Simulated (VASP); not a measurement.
Runs of VASP 6.6.1 on CdSe. It takes space group Fm-3m (No. 225, cubic). Conventional cell: a = 5.686 Å, b = 5.686 Å, c = 5.686 Å, α = 90.00°, β = 90.00°, γ = 90.00°. Cd (site symmetry m-3m) has 6 Se at 2.84 Å within 3.7 Å. Se (site symmetry m-3m) has 6 Cd at 2.84 Å within 3.7 Å. 

```csv
level,k mesh,smearing,grid for exact exchange (PRECFOCK),share of exact exchange,screening parameter,gap on the mesh (eV),pressure (GPa)
HSE06,4 × 4 × 4,fermi-dirac 0.02 eV,Normal,0.25,0.2079 1/Å,0.40,0.7
PBE,6 × 6 × 6,fermi-dirac 0.02 eV,-,-,-,none,2.2
HSE06,4 × 4 × 4,gaussian 0.05 eV,Normal,0.25,0.2079 1/Å,0.40,0.7
PBE-based global hybrid with 75 % exact exchange,4 × 4 × 4,fermi-dirac 0.02 eV,Normal,0.75,-,4.73,-2.9
PBE-based screened hybrid with 10 % exact exchange,4 × 4 × 4,fermi-dirac 0.02 eV,Normal,0.1,0.5 1/Å,none,2.0
PBE-based screened hybrid with 50 % exact exchange,4 × 4 × 4,fermi-dirac 0.02 eV,Normal,0.5,0.1 1/Å,(a),(b)
PBE0,4 × 4 × 4,fermi-dirac 0.02 eV,Normal,0.25,-,1.11,0.5
```

Alike in all rows: task single point; potentials or basis VASP PAW PBE potentials, release 64 (Cd, Se); no spin polarisation; cell as given; cutoff (eV) 520.

Problem. Fill in the values left out.

Solution. (a) 2.11; (b) -1.4.

Caveats: some runs use coarse meshes; the structure was generated, so it needn't be the stable form of CdSe; the PAW data sets were made with another functional, which shifts forces and pressure a little (at least some runs); semilocal functionals underestimate gaps, and a narrow one can read as zero (at least some runs).

A k mesh can miss the band edges, and the runs leave out spin-orbit coupling on Cd, Se.

A gap of «none» marks levels without a gap at the run's occupations.
